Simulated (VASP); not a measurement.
# RbBr in VASP: a series of runs, part 2 of 2

VASP 6.6.1. The steps go on from the part before.

### 4 Single point, HSE06

This run uses another cell than the first one, of 41.45 Å³/atom, 0.985 times its volume.

Input file POSCAR:

```
RbBr
1.0
    0.0000000000      3.4608260516      3.4608260516
    3.4608260516      0.0000000000      3.4608260516
    3.4608260516      3.4608260516      0.0000000000
Rb Br
1 1
Direct
    0.0000000000      0.0000000000      0.0000000000
    0.5000000000      0.5000000000      0.5000000000
```

Input file INCAR.step1:

```
SYSTEM = RbBr
PREC = Accurate
ENCUT = 520
EDIFF = 1E-5
ISMEAR = 0
SIGMA = 0.01
LREAL = .FALSE.
LASPH = .TRUE.
NELM = 100
ALGO = Normal
ISIF = 2
LWAVE = .TRUE.
LCHARG = .FALSE.
GGA = PE
NBANDS = 15
```

Input file INCAR.step2:

```
SYSTEM = RbBr
PREC = Accurate
ENCUT = 520
EDIFF = 1E-7
ISMEAR = 0
SIGMA = 0.01
LREAL = .FALSE.
LASPH = .TRUE.
NELM = 100
ALGO = Normal
ISIF = 2
LWAVE = .FALSE.
LCHARG = .FALSE.
GGA = PE
LHFCALC = .TRUE.
HFSCREEN = 0.2079
PRECFOCK = Normal
ISTART = 1
NBANDS = 15
```

Input file KPOINTS:

```
regular mesh
0
G
  4 4 4
  0 0 0
```

Potentials or basis: VASP PAW PBE potentials, release 64 (Rb_sv, Br).

On the command line:

```bash
cat potpaw_PBE.64/Rb_sv/POTCAR potpaw_PBE.64/Br/POTCAR > POTCAR
cp INCAR.step1 INCAR
mpirun -np 1 vasp_std > vasp.out
cp INCAR.step2 INCAR
mpirun -np 1 vasp_std > vasp.out
```

OUTCAR:

```text
SYSTEM = RbBr
   PREC = Accurate
   ENCUT = 520
   EDIFF = 1E-7
   ISMEAR = 0
   LREAL = .FALSE.
   LASPH = .TRUE.
   NELM = 100
   ISIF = 2
   GGA = PE
   LHFCALC = .TRUE.
   HFSCREEN = 0.2079
   PRECFOCK = Normal
   ISTART = 1

 ion  position               nearest neighbor table
   1  0.000  0.000  0.000-   2 3.46   2 3.46   2 3.46   2 3.46   2 3.46   2 3.46
   2  0.500  0.500  0.500-   1 3.46   1 3.46   1 3.46   1 3.46   1 3.46   1 3.46

  LATTYP: Found a face centered cubic cell.
[... 325 lines left out ...]

  FORCE on cell =-STRESS in cart. coord.  units (eV):
  Direction    XX          YY          ZZ          XY          YZ          ZX
  --------------------------------------------------------------------------------------
  -------------------------------------------------------------------------------------
  Total        0.1659250      0.1659250      0.1659250      0.0000000     -0.0000000      0.0000000
  in kB        3.2066613      3.2066613      3.2066613      0.0000000     -0.0000000      0.0000000
  external PRESSURE =       3.2066613 kB  Pullay stress =       0.0000000 kB

 VOLUME and BASIS-vectors are now :
 -----------------------------------------------------------------------------
  energy-cutoff  :      520.00
  volume of cell :       82.90
      direct lattice vectors                 reciprocal lattice vectors
     0.000000000  3.460826052  3.460826052    -0.144474178  0.144474178  0.144474178
     3.460826052  0.000000000  3.460826052     0.144474178 -0.144474178  0.144474178
     3.460826052  3.460826052  0.000000000     0.144474178  0.144474178 -0.144474178

 POSITION                                       TOTAL-FORCE (eV/Angst)
 -----------------------------------------------------------------------------------
      0.00000      0.00000      0.00000        -0.000000     -0.000000     -0.000000
      3.46083      3.46083      3.46083         0.000000      0.000000      0.000000
 -----------------------------------------------------------------------------------
    total drift:                               -0.000000     -0.000000     -0.000000

  FREE ENERGIE OF THE ION-ELECTRON SYSTEM (eV)
  ---------------------------------------------------
  free  energy   TOTEN  =        -7.0724238864 eV

  energy  without entropy=       -7.0724238864  energy(sigma->0) =       -7.07242389
```

OUTCAR.step1:

```text
SYSTEM = RbBr
   PREC = Accurate
   ENCUT = 520
   EDIFF = 1E-5
   ISMEAR = 0
   LREAL = .FALSE.
   LASPH = .TRUE.
[... 346 lines left out ...]
      0.00000      0.00000      0.00000        -0.000000     -0.000000     -0.000000
      3.46083      3.46083      3.46083         0.000000      0.000000      0.000000
 -----------------------------------------------------------------------------------
    total drift:                                0.000000      0.000000      0.000000

  FREE ENERGIE OF THE ION-ELECTRON SYSTEM (eV)
  ---------------------------------------------------
  free  energy   TOTEN  =        -6.1090787236 eV

  energy  without entropy=       -6.1090787236  energy(sigma->0) =       -6.10907872
```

OSZICAR.step1:

```text
N       E                     dE             d eps       ncg     rms          rms(c)
DAV:   1     0.903271317339E+02    0.90327E+02   -0.64365E+03   240   0.885E+02
DAV:   2     0.447861911792E+00   -0.89879E+02   -0.82285E+02   332   0.169E+02
DAV:   3    -0.609146882015E+01   -0.65393E+01   -0.65124E+01   296   0.482E+01
DAV:   4    -0.633372654940E+01   -0.24226E+00   -0.24222E+00   387   0.821E+00
DAV:   5    -0.633528112475E+01   -0.15546E-02   -0.15546E-02   296   0.737E-01    0.277E+00
DAV:   6    -0.611358339860E+01    0.22170E+00   -0.27353E-01   317   0.236E+00    0.182E+00
DAV:   7    -0.609616896788E+01    0.17414E-01   -0.12750E-01   317   0.171E+00    0.937E-01
DAV:   8    -0.610825539001E+01   -0.12086E-01   -0.14172E-02   262   0.696E-01    0.113E-01
DAV:   9    -0.610863006354E+01   -0.37467E-03   -0.65915E-04   331   0.130E-01    0.715E-02
DAV:  10    -0.610908044796E+01   -0.45038E-03   -0.62331E-04   254   0.133E-01    0.311E-02
DAV:  11    -0.610907872362E+01    0.17243E-05   -0.38323E-05   303   0.302E-02
   1 F= -.61090787E+01 E0= -.61090787E+01  d E =-.227140E-45
```

Wall time 9.5 min (1 thread of Intel Xeon Platinum 8488C (Sapphire Rapids), shared host); peak memory 0.32 GiB.

Results:

```yaml
Free_energy: -7.0724 eV
Pressure: 0.3 GPa
Band_gap_on_the_k_mesh: 5.44 eV, direct
```

Levels at points of the mesh, in eV from the valence-band top:
| k point | band 5 | band 6 | band 7 | band 8 | band 9 | band 10 | band 11 | band 12 |
| --- | --- | --- | --- | --- | --- | --- | --- | --- |
| (0.00, 0.00, 0.00) | -9.07 | 0.00 | 0.00 | 0.00 | 5.44 | 8.53 | 8.53 | 8.53 |
| (0.50, 0.00, 0.00) | -9.02 | -0.97 | -0.34 | -0.34 | 7.88 | 8.87 | 10.81 | 10.81 |
| (0.50, 0.50, 0.00) | -9.14 | -0.49 | -0.17 | -0.17 | 6.78 | 8.30 | 10.27 | 10.58 |

Caveat: the PAW data sets were made with another functional, which shifts forces and pressure a little.

### 5 Single point, HSE06 (strain along [111] +1.5%)

Input file POSCAR:

```
RbBr
1.0
    0.0346082605      3.4954343121      3.4954343121
    3.4954343121      0.0346082605      3.4954343121
    3.4954343121      3.4954343121      0.0346082605
Rb Br
1 1
Direct
    0.0000000000      0.0000000000      0.0000000000
    0.5000000000      0.5000000000      0.5000000000
```

Input file INCAR.step1:

```
PREC     = Accurate       # precision mode
ENCUT    = 520            # plane-wave cutoff, eV
EDIFF    = 1E-5           # SCF threshold, eV
ISMEAR   = 0              # smearing method
SIGMA    = 0.01           # smearing width, eV
LREAL    = False          # projectors in reciprocal space
LASPH    = True           # aspherical terms in the spheres
NELM     = 60             # most SCF steps
ALGO     = Normal         # electronic algorithm
ISIF     = 2              # what is computed and relaxed
LWAVE    = True           # write WAVECAR
LCHARG   = False          # write CHGCAR
NBANDS   = 15             # bands
GGA      = PE             # functional
```

Input file INCAR.step2:

```
PREC     = Accurate       # precision mode
ENCUT    = 520            # plane-wave cutoff, eV
EDIFF    = 1E-6           # SCF threshold, eV
ISMEAR   = 0              # smearing method
SIGMA    = 0.01           # smearing width, eV
LREAL    = False          # projectors in reciprocal space
LASPH    = True           # aspherical terms in the spheres
NELM     = 60             # most SCF steps
ALGO     = Normal         # electronic algorithm
ISIF     = 2              # what is computed and relaxed
LWAVE    = False          # write WAVECAR
LCHARG   = False          # write CHGCAR
GGA      = PE             # functional
LHFCALC  = True           # exact exchange
HFSCREEN = 0.2079         # screening, 1/A
PRECFOCK = Normal       
NBANDS   = 15             # bands
ISTART   = 1
```

Input file KPOINTS:

```
regular mesh
0
Gamma
  4 4 4
```

On the command line:

```bash
cat potpaw_PBE.64/Rb_sv/POTCAR potpaw_PBE.64/Br/POTCAR > POTCAR
cp INCAR.step1 INCAR
mpirun -np 1 vasp_std > vasp.out
cp INCAR.step2 INCAR
mpirun -np 1 vasp_std > vasp.out
```

Wall time 13 min (1 thread of Intel Xeon Platinum 8488C (Sapphire Rapids), shared host); peak memory 0.35 GiB.

The run converged. Its results:

- Free energy: -7.0738 eV
- Pressure: 0.1 GPa
- Band gap on the k mesh: 5.39 eV, direct

Levels at points of the mesh, in eV from the valence-band top:
| k point | band 5 | band 6 | band 7 | band 8 | band 9 | band 10 | band 11 | band 12 |
| --- | --- | --- | --- | --- | --- | --- | --- | --- |
| (0.00, 0.00, 0.00) | -9.11 | -0.02 | 0.00 | 0.00 | 5.39 | 8.43 | 8.55 | 8.55 |
| (0.50, 0.00, 0.00) | -9.06 | -0.95 | -0.36 | -0.33 | 7.83 | 8.81 | 10.71 | 10.83 |
| (0.50, 0.50, 0.00) | -9.17 | -0.50 | -0.19 | -0.16 | 6.78 | 8.23 | 10.18 | 10.54 |
| (0.50, 0.50, 0.50) | -9.05 | -0.95 | -0.32 | -0.32 | 7.82 | 8.75 | 10.72 | 10.72 |

Caveat: the cell differs from its parent crystal (strain along [111] +1.5%); the PAW data sets were made with another functional, which shifts forces and pressure a little.

### 6 Summary

| level | cell | k mesh | grid for exact exchange (PRECFOCK) | screening parameter | gap on the mesh (eV) | pressure (GPa) |
| --- | --- | --- | --- | --- | --- | --- |
| r2SCAN | a = 4.943 Å, angles 59.3°, 2 atoms | 6 × 6 × 6 | - | - | 4.85 | -0.2 |
| HSE06 | a = 4.699 Å, angles 60.0°, 2 atoms | 4 × 4 × 4 | Normal | 0.2079 1/Å | 5.79 | 2.7 |
| HSE06 | a = 4.894 Å, angles 60.0°, 2 atoms | 4 × 4 × 4 | Normal | 0.2079 1/Å | 5.44 | 0.3 |
| HSE06 | a = 4.943 Å, angles 59.3°, 2 atoms | 4 × 4 × 4 | Normal | 0.2079 1/Å | 5.39 | 0.1 |

Alike in all rows: task single point; potentials or basis VASP PAW PBE potentials, release 64 (Rb_sv, Br); no spin polarisation; cutoff (eV) 520; smearing gaussian 0.01 eV.

Caveats: the PAW data sets were made with another functional, which shifts forces and pressure a little.

Absolute energies hang on the potentials; compare differences alone.
